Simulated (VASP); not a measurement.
# Co (Fd-3m) in VASP: a series of runs

Co is run at these levels: PBE; tasks: single point.

All numbers are computed with VASP 6.6.1; they aren't measurements. Logs are shortened: lines on timing, memory, paths and dates and some standing lists are left out, and cuts for length are marked.

## Step 1: The cell of the first run

It takes space group Fd-3m (No. 227, cubic). Conventional cell: a = 6.512 Å, b = 6.512 Å, c = 6.512 Å, α = 90.00°, β = 90.00°, γ = 90.00°. Within 3.6 Å of Co (site symmetry -43m) lie 16 Co at 2.70 to 2.82 Å. Co (site symmetry -3m) has 12 Co at 2.30 to 2.70 Å within 3.0 Å.

## Step 2: Single point, PBE, collinear spin, ferromagnetic start

Input file INCAR:

```
  PREC = Accurate
  ENCUT = 520
  EDIFF = 1E-7
  ISMEAR = 0
  SIGMA = 0.1
  LREAL = F
  LASPH = T
  NELM = 150
  ALGO = Normal
  ISIF = 2
  LWAVE = F
  LCHARG = F
  ISPIN = 2
  MAGMOM = 2.03 2.03 2.03 2.03 2.03 2.03
  LORBIT = 11
  LMAXMIX = 4
  GGA = PE
  NBANDS = 40
```

Input file KPOINTS:

```
Automatic mesh
0
Gamma
  10 10 10
```

Input file POSCAR:

```
Co
1.0
    0.0000000000      3.2561113464      3.2561113464
    3.2561113464      0.0000000000      3.2561113464
    3.2561113464      3.2561113464      0.0000000000
Co
6
Direct
    0.7500000000      0.7500000000      0.7500000000
    0.5000000000      0.5000000000      0.5000000000
    0.1250000000      0.1250000000      0.6250000000
    0.1250000000      0.6250000000      0.1250000000
    0.6250000000      0.1250000000      0.1250000000
    0.1250000000      0.1250000000      0.1250000000
```

Potentials or basis: VASP PAW PBE potentials, release 64 (Co).

Command:

```sh
> cat potpaw_PBE.64/Co/POTCAR > POTCAR
> mpirun -np 1 vasp_std > vasp.out
```

OUTCAR:

```text
PREC = Accurate
   ENCUT = 520
   EDIFF = 1E-7
   ISMEAR = 0
   LREAL = F
   LASPH = T
   NELM = 150
   ISIF = 2
   ISPIN = 2
   LORBIT = 11
   GGA = PE

 ion  position               nearest neighbor table
   1  0.750  0.750  0.750-   3 2.70   4 2.70   5 2.70   6 2.70   6 2.70   6 2.70   3 2.70   5 2.70
                             5 2.70   3 2.70   4 2.70   4 2.70   2 2.82   2 2.82   2 2.82   2 2.82
   2  0.500  0.500  0.500-   6 2.70   6 2.70   6 2.70   3 2.70   4 2.70   5 2.70   4 2.70   5 2.70
                             3 2.70   3 2.70   5 2.70   4 2.70   1 2.82   1 2.82   1 2.82   1 2.82
   3  0.125  0.125  0.625-   6 2.30   4 2.30   5 2.30   6 2.30   4 2.30   5 2.30   1 2.70   2 2.70
                             2 2.70   1 2.70   2 2.70   1 2.70
   4  0.125  0.625  0.125-   6 2.30   3 2.30   3 2.30   5 2.30   6 2.30   5 2.30   1 2.70   2 2.70
                             2 2.70   1 2.70   2 2.70   1 2.70
   5  0.625  0.125  0.125-   6 2.30   3 2.30   4 2.30   3 2.30   4 2.30   6 2.30   1 2.70   2 2.70
                             1 2.70   2 2.70   1 2.70   2 2.70
   6  0.125  0.125  0.125-   3 2.30   4 2.30   5 2.30   3 2.30   4 2.30   5 2.30   2 2.70   1 2.70
                             2 2.70   1 2.70   2 2.70   1 2.70

  LATTYP: Found a face centered cubic cell.
 ALAT       =     6.5122226928

  Lattice vectors:

 A1 = (   0.0000000000,   3.2561113464,   3.2561113464)
 A2 = (   3.2561113464,   0.0000000000,   3.2561113464)
 A3 = (   3.2561113464,   3.2561113464,   0.0000000000)

Analysis of symmetry for initial positions (statically):
=====================================================================
 Subroutine PRICEL returns:
 Original cell was already a primitive cell.

 Routine SETGRP: Setting up the symmetry group for a
 face centered cubic supercell.

 Subroutine GETGRP returns: Found 48 space group operations
 (whereof 24 operations were pure point group operations)
 out of a pool of 48 trial point group operations.

The static configuration has the point symmetry T_d .
 The point group associated with its full space group is O_h .

Analysis of symmetry for dynamics (positions and initial velocities):
=====================================================================
 Subroutine PRICEL returns:
 Original cell was already a primitive cell.

 Routine SETGRP: Setting up the symmetry group for a
 face centered cubic supercell.

 Subroutine GETGRP returns: Found 48 space group operations
 (whereof 24 operations were pure point group operations)
 out of a pool of 48 trial point group operations.

The dynamic configuration has the point symmetry T_d .
 The point group associated with its full space group is O_h .

Analysis of structural, dynamic, and magnetic symmetry:
=====================================================================
 Subroutine PRICEL returns:
 Original cell was already a primitive cell.

 Routine SETGRP: Setting up the symmetry group for a
 face centered cubic supercell.

 Subroutine GETGRP returns: Found 48 space group operations
 (whereof 24 operations were pure point group operations)
 out of a pool of 48 trial point group operations.

The overall configuration has the point symmetry T_d .
 The point group associated with its full space group is O_h .

 Subroutine INISYM returns: Found 48 space group operations
 (whereof 24 operations are pure point group operations),
 and found     1 'primitive' translations

----------------------------------------------------------------------------------------

                                     Primitive cell

  volume of cell :      69.0443

  direct lattice vectors                    reciprocal lattice vectors
     0.000000000  3.256111346  3.256111346    -0.153557402  0.153557402  0.153557402
     3.256111346  0.000000000  3.256111346     0.153557402 -0.153557402  0.153557402
     3.256111346  3.256111346  0.000000000     0.153557402  0.153557402 -0.153557402

  length of vectors
     4.604836827  4.604836827  4.604836827     0.265969223  0.265969223  0.265969223

  position of ions in fractional coordinates (direct lattice)
     0.750000000  0.750000000  0.750000000
     0.500000000  0.500000000  0.500000000
     0.125000000  0.125000000  0.625000000
     0.125000000  0.625000000  0.125000000
     0.625000000  0.125000000  0.125000000
     0.125000000  0.125000000  0.125000000

  ion indices of the primitive-cell ions
   primitive index   ion index
                 1           1
                 2           2
                 3           3
                 4           4
                 5           5
                 6           6

----------------------------------------------------------------------------------------

 KPOINTS: Automatic mesh

Automatic generation of k-mesh.
 Grid dimensions read from file:
 generate k-points for:   10   10   10

 Generating k-lattice:

  Cartesian coordinates                     Fractional coordinates (reciprocal lattice)
    -0.015355740  0.015355740  0.015355740     0.100000000  0.000000000  0.000000000
     0.015355740 -0.015355740  0.015355740     0.000000000  0.100000000  0.000000000
     0.015355740  0.015355740 -0.015355740     0.000000000  0.000000000  0.100000000

  Length of vectors
     0.026596922  0.026596922  0.026596922

  Shift w.r.t. Gamma in fractional coordinates (k-lattice)
     0.000000000  0.000000000  0.000000000

 Subroutine IBZKPT returns following result:
 ===========================================

 Found     47 irreducible k-points:

 Following reciprocal coordinates:
            Coordinates               Weight
  0.000000  0.000000  0.000000      1.000000
  0.100000  0.000000  0.000000      8.000000
  0.200000  0.000000  0.000000      8.000000
  0.300000  0.000000  0.000000      8.000000
  0.400000  0.000000  0.000000      8.000000
  0.500000  0.000000  0.000000      4.000000
[... 16 lines left out ...]
  0.300000  0.300000  0.000000      6.000000
  0.400000  0.300000  0.000000     24.000000
 [... further k-points ...]
   k-points           NKPTS =     47   k-points in BZ     NKDIM =     47   number of bands    NBANDS=     40
   number of dos      NEDOS =    301   number of ions     NIONS =      6
   total plane-waves  NPLWV =  46656
   dimension x,y,z NGX =    36 NGY =   36 NGZ =   36
   dimension x,y,z NGXF=    72 NGYF=   72 NGZF=   72
   ions per type =               6
   NGX,Y,Z   is equivalent  to a cutoff of  13.00, 13.00, 13.00 a.u.
   NGXF,Y,Z  is equivalent  to a cutoff of  25.99, 25.99, 25.99 a.u.
 SYSTEM =  unknown system
   PREC   = accura    normal or accurate (medium, high low for compatibility)
   ISTART =      0    job   : 0-new  1-cont  2-samecut
   ICHARG =      2    charge: 1-file 2-atom 10-const
   ISPIN  =      2    spin polarized calculation?
   LNONCOLLINEAR =      F non collinear calculations
   LSORBIT =      F    spin-orbit coupling
   LASPH  =      T    aspherical Exc in radial PAW
   ENCUT  =  520.0 eV  38.22 Ry    6.18 a.u.   8.56  8.56  8.56*2*pi/ulx,y,z
   NELM   =    150;   NELMIN=  2; NELMDL= -5     # of ELM steps
   EDIFF  = 0.1E-06   stopping-criterion for ELM
   LREAL  =      F    real-space projection
   EDIFFG = 0.1E-05   stopping-criterion for IOM
   NSW    =      0    number of steps for IOM
   IBRION =     -1    ionic relax: 0-MD 1-quasi-New 2-CG
   NFREE  =      0    steps in history (QN), initial steepest desc. (CG)
   ISIF   =      2    stress and relaxation
   ISYM   =      2    0-nonsym 1-usesym 2-fastsym
   POTIM  = 0.5000    time-step for ionic-motion
   TEBEG  =    0.0;   TEEND  =   0.0 temperature during run
   PSTRESS=    0.0 pullay stress
   NELECT =      54.0000    total number of electrons
   NUPDOWN=      -1.0000    fix difference up-down
   EMIN   =  10.00;   EMAX   =-10.00  energy-range for DOS
   EFERMI =   0.00;   METHOD = LEGACY
   ISMEAR =     0;   SIGMA  =   0.10  broadening in eV -4-tet -1-fermi 0-gaus
   EFERMI_NEDOS =   21; number of points for ismear=-14 and -15
   IALGO  =     38    algorithm
   IMIX   =      4    mixing-type and parameters
     AMIX     =   0.40;   BMIX     =  1.00
     AMIX_MAG =   1.60;   BMIX_MAG =  1.00
  volume/ion in A,a.u.               =      11.51        77.66
  Fermi-wavevector in a.u.,A,eV,Ry     =   1.508332  2.850333 30.954129  2.275064
  Thomas-Fermi vector in A             =   2.618800
   LORBIT       =     11    0 simple, 1 ext, 2 COOP (PROOUT), +10 PAW based schemes
   GGA     = PE    functional components
   LHFCALC =     F    Hartree Fock is set to
   AEXX    =    0.0000 exact exchange contribution
   IVDW    =     0    specifies the selected vdW correction
   LEPSILON=     F    determine dielectric tensor
   LRPA    =     F    only Hartree local field effects (RPA)
 spin polarized calculation
 Gauss-broadening in eV      SIGMA  =   0.10
  energy-cutoff  :      520.00
  volume of cell :       69.04
 maximum number of plane-waves:      1876
 NGX is ok and might be reduce to    36

 number of electron      54.0000012 magnetization       9.9932633

 number of electron      54.0000012 magnetization      10.3911471

 Free energy of the ion-electron system (eV)
  ---------------------------------------------------
  ext. energy  EPLUGINS =         0.00000000
  ---------------------------------------------------
  free energy    TOTEN  =       -41.05642689 eV

  energy without entropy =      -41.02337271  energy(sigma->0) =      -41.03989980

 E-fermi :   9.7688     XC(G=0): -13.0276

 val. band max:        9.7646560497   @ k =  -0.4000   0.2000   0.0000
 cond. band min:       9.7714534511   @ k =  -0.3000   0.5000   0.2000
 fundamental gap:      0.0067974014
 Fermi energy:         9.7687879916

 spin component 1

 k-point     1 :       0.0000    0.0000    0.0000
  band No.  band energies     occupation
      1       0.8275      1.00000
      2       3.5931      1.00000
      3       4.7205      1.00000
      4       4.7205      1.00000
      5       4.7205      1.00000
      6       5.3416      1.00000
[... 31 lines left out ...]
     38      15.9657      0.00000
     39      16.5315      0.00000
[... 964 lines left out ...]
     38      18.5631      0.00000
     39      19.9466      0.00000

 [... further k-points ...]

 spin component 2

 k-point     1 :       0.0000    0.0000    0.0000
  band No.  band energies     occupation
      1       0.8640      1.00000
      2       4.7658      1.00000
      3       5.9414      1.00000
      4       5.9414      1.00000
      5       5.9414      1.00000
      6       6.6269      1.00000
[... 31 lines left out ...]
     38      16.7626      0.00000
     39      17.3677      0.00000
[... 964 lines left out ...]
     38      19.1292      0.00000
     39      20.4906      0.00000

 [... further k-points ...]

 [bands above 39 left out]

------------------------ aborting loop because EDIFF is reached ----------------------------------------

  FORCE on cell =-STRESS in cart. coord.  units (eV):
  Direction    XX          YY          ZZ          XY          YZ          ZX
  --------------------------------------------------------------------------------------
  -------------------------------------------------------------------------------------
  Total       -0.3093299     -0.3093299     -0.3093299      0.0000000      0.0000000     -0.0000000
  in kB       -7.1780212     -7.1780212     -7.1780212      0.0000000      0.0000000     -0.0000000
  external PRESSURE =      -7.1780212 kB  Pullay stress =       0.0000000 kB

 VOLUME and BASIS-vectors are now :
 -----------------------------------------------------------------------------
  energy-cutoff  :      520.00
  volume of cell :       69.04
      direct lattice vectors                 reciprocal lattice vectors
     0.000000000  3.256111346  3.256111346    -0.153557402  0.153557402  0.153557402
     3.256111346  0.000000000  3.256111346     0.153557402 -0.153557402  0.153557402
     3.256111346  3.256111346  0.000000000     0.153557402  0.153557402 -0.153557402

 POSITION                                       TOTAL-FORCE (eV/Angst)
 -----------------------------------------------------------------------------------
      4.88417      4.88417      4.88417        -0.000000     -0.000000     -0.000000
      3.25611      3.25611      3.25611         0.000000      0.000000     -0.000000
      2.44208      2.44208      0.81403         0.000000     -0.000000      0.000000
      2.44208      0.81403      2.44208         0.000000     -0.000000      0.000000
      0.81403      2.44208      2.44208         0.000000     -0.000000     -0.000000
      0.81403      0.81403      0.81403         0.000000     -0.000000     -0.000000
 -----------------------------------------------------------------------------------
    total drift:                                0.000000      0.000000      0.000000

  FREE ENERGIE OF THE ION-ELECTRON SYSTEM (eV)
  ---------------------------------------------------
  free  energy   TOTEN  =       -41.0564268906 eV

  energy  without entropy=      -41.0233727113  energy(sigma->0) =      -41.03989980

 total charge

# of ion       s       p       d       tot
------------------------------------------
    1        0.387   0.387   7.176   7.951
    2        0.387   0.387   7.176   7.951
    3        0.529   0.555   7.284   8.368
    4        0.529   0.555   7.284   8.368
    5        0.529   0.555   7.284   8.368
    6        0.529   0.555   7.284   8.368
--------------------------------------------------
tot          2.890   2.995  43.490  49.375

 magnetization (x)

# of ion       s       p       d       tot
------------------------------------------
    1       -0.006  -0.039   1.860   1.815
    2       -0.006  -0.039   1.860   1.815
    3       -0.008  -0.053   1.785   1.724
    4       -0.008  -0.053   1.785   1.724
    5       -0.008  -0.053   1.785   1.724
    6       -0.008  -0.053   1.785   1.724
--------------------------------------------------
tot         -0.046  -0.287  10.860  10.527
```

Run time: 20 min. Hardware: 1 thread of AMD EPYC 7R13, shared host; peak memory 0.32 GiB.

Results:

```yaml
Free_energy: -41.0564 eV
Pressure: -0.7 GPa
Net_moment: 10.39 μB per cell
Site_moments: Co +1.81, +1.72 μB
Valence_electrons_inside_the_program's_atomic_spheres: Co 7.95, 8.37
```

Levels at points of the mesh, in eV from the Fermi level:
Spin up:
| k point | band 29 | band 30 | band 31 | band 32 | band 33 | band 34 | band 35 | band 36 |
| --- | --- | --- | --- | --- | --- | --- | --- | --- |
| (0.00, 0.00, 0.00) | -0.34 | -0.34 | -0.34 | 1.11 | 2.64 | 2.64 | 2.64 | 6.20 |
| (0.50, 0.00, 0.00) | -1.38 | -1.11 | -1.11 | -0.34 | 1.81 | 2.20 | 2.20 | 5.10 |
| (0.50, 0.50, 0.00) | -1.41 | -1.41 | -1.40 | -1.40 | 1.14 | 1.14 | 1.83 | 1.83 |
Spin down:
```
           k point  band 19  band 20  band 21  band 22  band 23  band 24  band 25  band 26
(0.00, 0.00, 0.00)    -0.48    -0.48     0.16     0.16     0.16     0.61     0.61     0.61
(0.50, 0.00, 0.00)    -0.55    -0.55    -0.24    -0.23    -0.23     0.11     0.16     0.33
(0.50, 0.50, 0.00)    -0.40    -0.40    -0.17    -0.17    -0.03    -0.03     0.40     0.40
```

## Step 3: Single point, PBE

This run uses another cell than the first one: it holds 2 atoms, not 6.

Input file INCAR:

```
PREC = Accurate
ENCUT = 520
EDIFF = 1E-7
ISMEAR = 0
SIGMA = 0.1
LREAL = F
LASPH = T
NELM = 60
ALGO = Normal
ISIF = 2
LWAVE = F
LCHARG = F
GGA = PE
NBANDS = 16
```

Input file KPOINTS:

```
regular mesh
0
Gamma
  6 6 6
```

Input file POSCAR:

```
Co
1.0
    0.0000000000      2.4569789975      2.4569789975
    2.4569789975      0.0000000000      2.4569789975
    2.4569789975      2.4569789975      0.0000000000
Co
2
Direct
    0.5000000000      0.5000000000      0.5000000000
    0.7500000000      0.7500000000      0.7500000000
```

Potentials or basis: VASP PAW PBE potentials, release 64 (Co).

Command:

```sh
> cat potpaw_PBE.64/Co/POTCAR > POTCAR
> mpirun -np 1 vasp_std > vasp.out
```

Wall time 12 s (1 thread of Intel Xeon 6975P-C (Granite Rapids), shared host); peak memory 0.15 GiB.

The run converged. Its results:

| Item | Value |
| --- | --- |
| Free energy | -11.4179 eV |
| Pressure | -0.7 GPa |
| Band gap on the k mesh | zero (band 9 reaches 6.77 eV, above the bottom of band 10 at 6.09 eV) |

Levels at points of the mesh, in eV from the Fermi level:
```
           k point  band 7  band 8  band 9  band 10  band 11  band 12
(0.00, 0.00, 0.00)   -1.05   -1.05   -1.05     0.28     0.28    13.31
(0.50, 0.00, 0.00)   -1.49   -0.59   -0.59     0.08     0.08     1.47
(0.50, 0.50, 0.00)   -1.33   -1.33    0.25     0.25     1.86     1.86
```

Caveat: the k points lie up to 0.37 Å⁻¹ apart; the run has no spin polarisation, though such a crystal can be magnetic. Spin polarisation is off, so any magnetic state and its effect on volume and gap are missing.
